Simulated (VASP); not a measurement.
# Re3I (Pm-3m) in VASP: a series of runs

The runs below take Re3I through single point, relaxation of cell and atoms, with PBE.

Program: VASP 6.6.1. These are calculated values, not measurements. Logs are shortened: lines on timing, memory, paths and dates and some standing lists are left out, and cuts for length are marked.

## (1) The cell of the first run

It takes space group Pm-3m (No. 221, cubic). The conventional cell has a = 4.074 Å, b = 4.074 Å, c = 4.074 Å, α = 90.00°, β = 90.00°, γ = 90.00°. Re (site symmetry 4/mmm) has 8 Re at 2.88 Å and 4 I at 2.88 Å within 3.8 Å. I (site symmetry m-3m) has 12 Re at 2.88 Å within 3.8 Å.

## (2) Single point, PBE, collinear spin

INCAR reads:

```
ALGO = Normal
EDIFF = 1E-7
ENCUT = 520
GGA = PE
ISIF = 2
ISMEAR = 0
ISPIN = 2
LASPH = True
LCHARG = False
LMAXMIX = 4
LORBIT = 11
LREAL = False
LWAVE = False
MAGMOM = 0.82 0.82 0.82 0
NBANDS = 26
NELM = 150
PREC = Accurate
SIGMA = 0.1
```

KPOINTS reads:

```
k-points
0
Gamma
  4 4 4
```

POSCAR reads:

```
Re3I
1.0
    4.0739073016      0.0000000000      0.0000000000
    0.0000000000      4.0739073016      0.0000000000
    0.0000000000      0.0000000000      4.0739073016
Re I
3 1
Direct
    0.0000000000      0.5000000000      0.5000000000
    0.5000000000      0.0000000000      0.5000000000
    0.5000000000      0.5000000000      0.0000000000
    0.0000000000      0.0000000000      0.0000000000
```

Potentials or basis: VASP PAW PBE potentials, release 64 (Re, I).

The run is started by

```
> cat potpaw_PBE.64/Re/POTCAR potpaw_PBE.64/I/POTCAR > POTCAR
> mpirun -np 1 vasp_std > vasp.out
```

OUTCAR:

```text
EDIFF = 1E-7
   ENCUT = 520
   GGA = PE
   ISIF = 2
   ISMEAR = 0
   ISPIN = 2
   LASPH = True
   LORBIT = 11
   LREAL = False
   NELM = 150
   PREC = Accurate

 ion  position               nearest neighbor table
   1  0.000  0.500  0.500-   2 2.88   3 2.88   4 2.88   3 2.88   4 2.88   2 2.88   4 2.88   4 2.88
                             2 2.88   3 2.88   3 2.88   2 2.88
   2  0.500  0.000  0.500-   1 2.88   3 2.88   4 2.88   3 2.88   4 2.88   1 2.88   3 2.88   3 2.88
                             1 2.88   4 2.88   4 2.88   1 2.88
   3  0.500  0.500  0.000-   1 2.88   2 2.88   4 2.88   1 2.88   2 2.88   2 2.88   4 2.88   2 2.88
                             1 2.88   4 2.88   1 2.88   4 2.88
   4  0.000  0.000  0.000-   1 2.88   2 2.88   3 2.88   1 2.88   2 2.88   1 2.88   3 2.88   1 2.88
                             2 2.88   3 2.88   2 2.88   3 2.88

  LATTYP: Found a simple cubic cell.
 ALAT       =     4.0739073016

  Lattice vectors:

 A1 = (   4.0739073016,   0.0000000000,   0.0000000000)
 A2 = (   0.0000000000,   4.0739073016,   0.0000000000)
 A3 = (   0.0000000000,   0.0000000000,   4.0739073016)

Analysis of symmetry for initial positions (statically):
=====================================================================
 Subroutine PRICEL returns:
 Original cell was already a primitive cell.

 Routine SETGRP: Setting up the symmetry group for a
 simple cubic supercell.

 Subroutine GETGRP returns: Found 48 space group operations
 (whereof 48 operations were pure point group operations)
 out of a pool of 48 trial point group operations.

The static configuration has the point symmetry O_h .

Analysis of symmetry for dynamics (positions and initial velocities):
=====================================================================
 Subroutine PRICEL returns:
 Original cell was already a primitive cell.

 Routine SETGRP: Setting up the symmetry group for a
 simple cubic supercell.

 Subroutine GETGRP returns: Found 48 space group operations
 (whereof 48 operations were pure point group operations)
 out of a pool of 48 trial point group operations.

The dynamic configuration has the point symmetry O_h .

Analysis of structural, dynamic, and magnetic symmetry:
=====================================================================
 Subroutine PRICEL returns:
 Original cell was already a primitive cell.

 Routine SETGRP: Setting up the symmetry group for a
 simple cubic supercell.

 Subroutine GETGRP returns: Found 48 space group operations
 (whereof 48 operations were pure point group operations)
 out of a pool of 48 trial point group operations.

The overall configuration has the point symmetry O_h .

 Subroutine INISYM returns: Found 48 space group operations
 (whereof 48 operations are pure point group operations),
 and found     1 'primitive' translations

----------------------------------------------------------------------------------------

                                     Primitive cell

  volume of cell :      67.6135

  direct lattice vectors                    reciprocal lattice vectors
     4.073907302  0.000000000  0.000000000     0.245464594  0.000000000  0.000000000
     0.000000000  4.073907302  0.000000000     0.000000000  0.245464594  0.000000000
     0.000000000  0.000000000  4.073907302     0.000000000  0.000000000  0.245464594

  length of vectors
     4.073907302  4.073907302  4.073907302     0.245464594  0.245464594  0.245464594

  position of ions in fractional coordinates (direct lattice)
     0.000000000  0.500000000  0.500000000
     0.500000000  0.000000000  0.500000000
     0.500000000  0.500000000  0.000000000
     0.000000000  0.000000000  0.000000000

  ion indices of the primitive-cell ions
   primitive index   ion index
                 1           1
                 2           2
                 3           3
                 4           4

----------------------------------------------------------------------------------------

 KPOINTS: k-points

Automatic generation of k-mesh.
 Grid dimensions read from file:
 generate k-points for:    4    4    4

 Generating k-lattice:

  Cartesian coordinates                     Fractional coordinates (reciprocal lattice)
     0.061366148  0.000000000  0.000000000     0.250000000  0.000000000  0.000000000
     0.000000000  0.061366148  0.000000000     0.000000000  0.250000000  0.000000000
     0.000000000  0.000000000  0.061366148     0.000000000  0.000000000  0.250000000

  Length of vectors
     0.061366148  0.061366148  0.061366148

  Shift w.r.t. Gamma in fractional coordinates (k-lattice)
     0.000000000  0.000000000  0.000000000

 Subroutine IBZKPT returns following result:
 ===========================================

 Found     10 irreducible k-points:

 Following reciprocal coordinates:
            Coordinates               Weight
  0.000000  0.000000  0.000000      1.000000
  0.250000  0.000000  0.000000      6.000000
  0.500000  0.000000  0.000000      3.000000
  0.250000  0.250000  0.000000     12.000000
  0.500000  0.250000  0.000000     12.000000
  0.500000  0.500000  0.000000      3.000000
  0.250000  0.250000  0.250000      8.000000
  0.500000  0.250000  0.250000     12.000000
  0.500000  0.500000  0.250000      6.000000
  0.500000  0.500000  0.500000      1.000000
   k-points           NKPTS =     10   k-points in BZ     NKDIM =     10   number of bands    NBANDS=     26
   number of dos      NEDOS =    301   number of ions     NIONS =      4
   total plane-waves  NPLWV =  27000
   dimension x,y,z NGX =    30 NGY =   30 NGZ =   30
   dimension x,y,z NGXF=    60 NGYF=   60 NGZF=   60
   ions per type =               3   1
   NGX,Y,Z   is equivalent  to a cutoff of  12.24, 12.24, 12.24 a.u.
   NGXF,Y,Z  is equivalent  to a cutoff of  24.48, 24.48, 24.48 a.u.
 SYSTEM =  unknown system
   PREC   = accura    normal or accurate (medium, high low for compatibility)
   ISTART =      0    job   : 0-new  1-cont  2-samecut
   ICHARG =      2    charge: 1-file 2-atom 10-const
   ISPIN  =      2    spin polarized calculation?
   LNONCOLLINEAR =      F non collinear calculations
   LSORBIT =      F    spin-orbit coupling
   LASPH  =      T    aspherical Exc in radial PAW
   ENCUT  =  520.0 eV  38.22 Ry    6.18 a.u.   7.57  7.57  7.57*2*pi/ulx,y,z
   NELM   =    150;   NELMIN=  2; NELMDL= -5     # of ELM steps
   EDIFF  = 0.1E-06   stopping-criterion for ELM
   LREAL  =      F    real-space projection
   EDIFFG = 0.1E-05   stopping-criterion for IOM
   NSW    =      0    number of steps for IOM
   IBRION =     -1    ionic relax: 0-MD 1-quasi-New 2-CG
   NFREE  =      0    steps in history (QN), initial steepest desc. (CG)
   ISIF   =      2    stress and relaxation
   ISYM   =      2    0-nonsym 1-usesym 2-fastsym
   POTIM  = 0.5000    time-step for ionic-motion
   TEBEG  =    0.0;   TEEND  =   0.0 temperature during run
   PSTRESS=    0.0 pullay stress
   NELECT =      28.0000    total number of electrons
   NUPDOWN=      -1.0000    fix difference up-down
   EMIN   =  10.00;   EMAX   =-10.00  energy-range for DOS
   EFERMI =   0.00;   METHOD = LEGACY
   ISMEAR =     0;   SIGMA  =   0.10  broadening in eV -4-tet -1-fermi 0-gaus
   EFERMI_NEDOS =   21; number of points for ismear=-14 and -15
   IALGO  =     38    algorithm
   IMIX   =      4    mixing-type and parameters
     AMIX     =   0.40;   BMIX     =  1.00
     AMIX_MAG =   1.60;   BMIX_MAG =  1.00
  volume/ion in A,a.u.               =      16.90       114.07
  Fermi-wavevector in a.u.,A,eV,Ry     =   1.220252  2.305943 20.259294  1.489016
  Thomas-Fermi vector in A             =   2.355476
   LORBIT       =     11    0 simple, 1 ext, 2 COOP (PROOUT), +10 PAW based schemes
   GGA     = PE    functional components
   LHFCALC =     F    Hartree Fock is set to
   AEXX    =    0.0000 exact exchange contribution
   IVDW    =     0    specifies the selected vdW correction
   LEPSILON=     F    determine dielectric tensor
   LRPA    =     F    only Hartree local field effects (RPA)
 spin polarized calculation
 Gauss-broadening in eV      SIGMA  =   0.10
  energy-cutoff  :      520.00
  volume of cell :       67.61
 maximum number of plane-waves:      1856
   NGX = 15   NGY = 15   NGZ = 15

 number of electron      28.0000000 magnetization       1.7155840

 Free energy of the ion-electron system (eV)
  ---------------------------------------------------
  ext. energy  EPLUGINS =         0.00000000
  ---------------------------------------------------
  free energy    TOTEN  =       -32.00188735 eV

  energy without entropy =      -31.97163466  energy(sigma->0) =      -31.98676101

 E-fermi :   9.5556     XC(G=0): -12.8710

 val. band max:        9.5048989427   @ k =   0.2500   0.0000   0.0000
 cond. band min:       9.5703054878   @ k =   0.5000   0.5000   0.2500
 fundamental gap:      0.0654065452
 Fermi energy:         9.5556477287

 spin component 1

 k-point     1 :       0.0000    0.0000    0.0000
  band No.  band energies     occupation
      1      -7.2885      1.00000
      2       2.6282      1.00000
      3       4.1285      1.00000
      4       4.1285      1.00000
      5       4.1285      1.00000
      6       4.2332      1.00000
[... 18 lines left out ...]
     25      17.5347      0.00000
     26      19.2146      0.00000

 k-point     2 :       0.2500    0.0000    0.0000
  band No.  band energies     occupation
      1      -6.9519      1.00000
      2       1.1941      1.00000
      3       3.1730      1.00000
      4       3.1730      1.00000
      5       3.5503      1.00000
      6       4.9674      1.00000
[... 18 lines left out ...]
     25      17.7561      0.00000
[... 202 lines left out ...]
     25      18.5431      0.00000
     26      18.5431      0.00000

 k-point    10 :       0.5000    0.5000    0.5000
  band No.  band energies     occupation
      1      -6.4227      1.00000
      2       2.7378      1.00000
      3       2.7378      1.00000
      4       2.7378      1.00000
      5       3.8331      1.00000
      6       3.8331      1.00000
[... 18 lines left out ...]
     25      17.9894      0.00000
     26      17.9894      0.00000
 Fermi energy:         9.5556477287

 spin component 2

 k-point     1 :       0.0000    0.0000    0.0000
  band No.  band energies     occupation
      1      -7.2148      1.00000
      2       2.7513      1.00000
      3       4.2141      1.00000
      4       4.2141      1.00000
      5       4.2141      1.00000
      6       4.4745      1.00000
[... 18 lines left out ...]
     25      17.7710      0.00000
     26      19.4603      0.00000

 k-point     2 :       0.2500    0.0000    0.0000
  band No.  band energies     occupation
      1      -6.8874      1.00000
      2       1.3394      1.00000
      3       3.3591      1.00000
      4       3.3591      1.00000
      5       3.7031      1.00000
      6       5.2046      1.00000
[... 18 lines left out ...]
     25      18.0154      0.00000
[... 202 lines left out ...]
     25      18.6899      0.00000
     26      18.6899      0.00000

 k-point    10 :       0.5000    0.5000    0.5000
  band No.  band energies     occupation
      1      -6.3507      1.00000
      2       2.8306      1.00000
      3       2.8306      1.00000
      4       2.8306      1.00000
      5       4.0378      1.00000
      6       4.0378      1.00000
[... 18 lines left out ...]
     25      18.0791      0.00000
     26      18.0791      0.00000

------------------------ aborting loop because EDIFF is reached ----------------------------------------

  FORCE on cell =-STRESS in cart. coord.  units (eV):
  Direction    XX          YY          ZZ          XY          YZ          ZX
  --------------------------------------------------------------------------------------
  -------------------------------------------------------------------------------------
  Total       -0.0754891     -0.0754891     -0.0754891      0.0000000      0.0000000      0.0000000
  in kB       -1.7887974     -1.7887974     -1.7887974      0.0000000      0.0000000      0.0000000
  external PRESSURE =      -1.7887974 kB  Pullay stress =       0.0000000 kB

 VOLUME and BASIS-vectors are now :
 -----------------------------------------------------------------------------
  energy-cutoff  :      520.00
  volume of cell :       67.61
      direct lattice vectors                 reciprocal lattice vectors
     4.073907302  0.000000000  0.000000000     0.245464594  0.000000000  0.000000000
     0.000000000  4.073907302  0.000000000     0.000000000  0.245464594  0.000000000
     0.000000000  0.000000000  4.073907302     0.000000000  0.000000000  0.245464594

 POSITION                                       TOTAL-FORCE (eV/Angst)
 -----------------------------------------------------------------------------------
      0.00000      2.03695      2.03695         0.000000      0.000000      0.000000
      2.03695      0.00000      2.03695         0.000000      0.000000      0.000000
      2.03695      2.03695      0.00000         0.000000      0.000000      0.000000
      0.00000      0.00000      0.00000         0.000000      0.000000      0.000000
 -----------------------------------------------------------------------------------
    total drift:                                0.000000      0.000000     -0.000000

  FREE ENERGIE OF THE ION-ELECTRON SYSTEM (eV)
  ---------------------------------------------------
  free  energy   TOTEN  =       -32.0018873525 eV

  energy  without entropy=      -31.9716346623  energy(sigma->0) =      -31.98676101

 total charge

# of ion       s       p       d       tot
------------------------------------------
    1        0.546   0.467   4.849   5.862
    2        0.546   0.467   4.849   5.862
    3        0.546   0.467   4.849   5.862
    4        1.574   2.325   0.340   4.240
--------------------------------------------------
tot          3.211   3.725  14.889  21.825

 magnetization (x)

# of ion       s       p       d       tot
------------------------------------------
    1        0.011   0.011   0.505   0.527
    2        0.011   0.011   0.505   0.527
    3        0.011   0.011   0.505   0.527
    4        0.023  -0.031   0.021   0.013
--------------------------------------------------
tot          0.055   0.003   1.536   1.594
```

Wall time 77 s (1 thread of Oxide Virtual Turin-like, shared host); peak memory 0.16 GiB.

What came out:

```yaml
Free_energy: -32.0019 eV
Pressure: -0.2 GPa
Net_moment: 1.72 μB per cell
Site_moments: Re +0.53; I +0.01 μB
Valence_electrons_inside_the_program's_atomic_spheres: Re 5.86; I 4.24
```

Caveat: the k points lie up to 0.39 Å⁻¹ apart; spin-orbit coupling is left out, which moves the levels of the heavy elements.

## (3) Single point, PBE, collinear spin

This run uses another cell than the first one, of 20.91 Å³/atom.

INCAR reads:

```
PREC = Accurate
ENCUT = 520
EDIFF = 1E-7
ISMEAR = 0
SIGMA = 0.1
LREAL = F
LASPH = T
NELM = 150
ALGO = Fast
ISIF = 2
LWAVE = F
LCHARG = T
ISPIN = 2
MAGMOM = 1 1 1 0
LORBIT = 11
LMAXMIX = 4
GGA = PE
LELF = T
LVHAR = T
NBANDS = 26
```

KPOINTS reads:

```
regular mesh
0
Gamma
  4 4 4
```

POSCAR reads:

```
Re3I
1.0
    4.3731807516      0.0000000000      0.0000000000
    0.0000000000      4.3731807516      0.0000000000
    0.0000000000      0.0000000000      4.3731807516
Re I
3 1
Direct
    0.0000000000      0.5000000000      0.5000000000
    0.5000000000      0.0000000000      0.5000000000
    0.5000000000      0.5000000000      0.0000000000
    0.0000000000      0.0000000000      0.0000000000
```

Potentials or basis: VASP PAW PBE potentials, release 64 (Re, I).

The run is started by

```
> cat potpaw_PBE.64/Re/POTCAR potpaw_PBE.64/I/POTCAR > POTCAR
> mpirun -np 1 vasp_std > vasp.out
```

Run time: 75 s. Hardware: 1 thread of Oxide Virtual Turin-like, shared host; peak memory 0.22 GiB.

Results (log left out):

| Quantity | Value |
| --- | --- |
| Free energy | -30.3100 eV |
| Pressure | -27.6 GPa |
| Net moment | 2.50 μB per cell |
| Site moments | Re +0.77; I -0.03 μB |
| Valence electrons inside the program's atomic spheres | Re 5.38; I 4.09 |

Levels at points of the mesh, in eV from the Fermi level:
Spin up:
```tsv
k point	band 12	band 13	band 14	band 15	band 16	band 17	band 18	band 19	band 20	band 21
(0.00, 0.00, 0.00)	-0.79	-0.79	-0.79	0.78	0.78	1.79	2.32	2.32	2.32	4.82
(0.50, 0.00, 0.00)	-1.65	-0.66	-0.66	-0.65	-0.44	0.97	1.06	1.06	2.32	3.09
(0.50, 0.50, 0.00)	-0.79	-0.72	-0.72	-0.60	-0.10	0.33	1.59	1.60	1.60	2.04
(0.50, 0.50, 0.50)	-0.84	-0.84	-0.84	-0.30	-0.30	-0.24	1.88	1.88	1.88	4.25
```
Spin down:
```tsv
k point	band 9	band 10	band 11	band 12	band 13	band 14	band 15	band 16	band 17	band 18
(0.00, 0.00, 0.00)	-3.11	-3.11	-1.63	-0.04	-0.04	-0.04	1.42	1.42	2.23	2.74
(0.50, 0.00, 0.00)	-1.35	-1.35	-1.30	-0.87	-0.32	-0.32	-0.10	0.05	1.58	1.77
(0.50, 0.50, 0.00)	-1.24	-1.24	-0.73	-0.25	-0.25	-0.21	0.03	0.71	0.82	1.75
(0.50, 0.50, 0.50)	-1.29	-1.29	-0.65	-0.21	-0.21	-0.21	-0.12	0.58	0.58	2.30
```

Caveat: the cell stands under tension; spin-orbit coupling is left out, which moves the levels of the heavy elements.

(Continued in part 2 of 2.)
